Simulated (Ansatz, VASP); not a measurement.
Given: the input of a run of Ansatz 0.2.0 on AgRh.

Contents of input.yaml:

```yaml
crystal:
  lattice:
    - [2.7775881998, 0.0, 0.0]
    - [-1.3887940999, 2.4054619423, 0.0]
    - [0.0, 0.0, 4.808602]
  atoms:
    - { symbol: Ag, position: [0.0, 0.0, 0.5] }
    - { symbol: Rh, position: [0.6666666667, 0.3333333333, 0.0] }
kpoints:
  mp_grid: { grid: [11, 11, 6] }
scf:
  occupations: { method: gaussian, width: 0.05 }
hamiltonian:
  xc: pbe
  pseudopotentials: { kind: all_electron, lapw: { basis_error: 0.001 } }
output:
  forces: true
  stress: true
  eigenvalues: true
```

Potentials or basis: all-electron LAPW, scalar-relativistic.

Command:

```console
$ ansatz run input.yaml --threads 1 --pin off --max-ram 3072MiB --backend cpu --events-out ev --progress --plain --runs-dir out
```

Task: Translate it to VASP 6.6.1. Potentials there: VASP PAW PBE potentials, release 64 (Ag, Rh_pv).

Result: As run (the cutoff follows the program's own potentials):

The input INCAR:

```
SYSTEM = AgRh
  PREC = Accurate
  ENCUT = 520
  EDIFF = 1E-6
  ISMEAR = 0
  SIGMA = 0.05
  LREAL = .False.
  LASPH = .True.
  NELM = 60
  ALGO = Normal
  ISIF = 2
  LWAVE = .False.
  LCHARG = .False.
  GGA = PE
  NBANDS = 20
```

Contents of KPOINTS:

```
Automatic mesh
0
Gamma
  11 11 6
  0 0 0
```

File POSCAR:

```
AgRh
1.0
    2.7775881998      0.0000000000      0.0000000000
   -1.3887940999      2.4054619423      0.0000000000
    0.0000000000      0.0000000000      4.8086020000
Ag Rh
1 1
Direct
    0.0000000000      0.0000000000      0.5000000000
    0.6666666667      0.3333333333      0.0000000000
```

Potentials or basis: VASP PAW PBE potentials, release 64 (Ag, Rh_pv).

Launch:

```bash
$ cat potpaw_PBE.64/Ag/POTCAR potpaw_PBE.64/Rh_pv/POTCAR > POTCAR
$ mpirun -np 1 vasp_std > vasp.out
```

Both were run:

|  | VASP | Ansatz | Ansatz less VASP |
| --- | --- | --- | --- |
| gap on the k mesh at the Fermi level (eV) | none | none | - |
| pressure (GPa) | -2.5 | -2.4 | +0.07 |
| traceless stress, the component that is largest in VASP (GPa) | -0.49 | -0.52 | -0.023 |

A gap of «none» marks a metal or a gap that the smearing closes. Ansatz ran all-electron here, and VASP with PAW potentials.
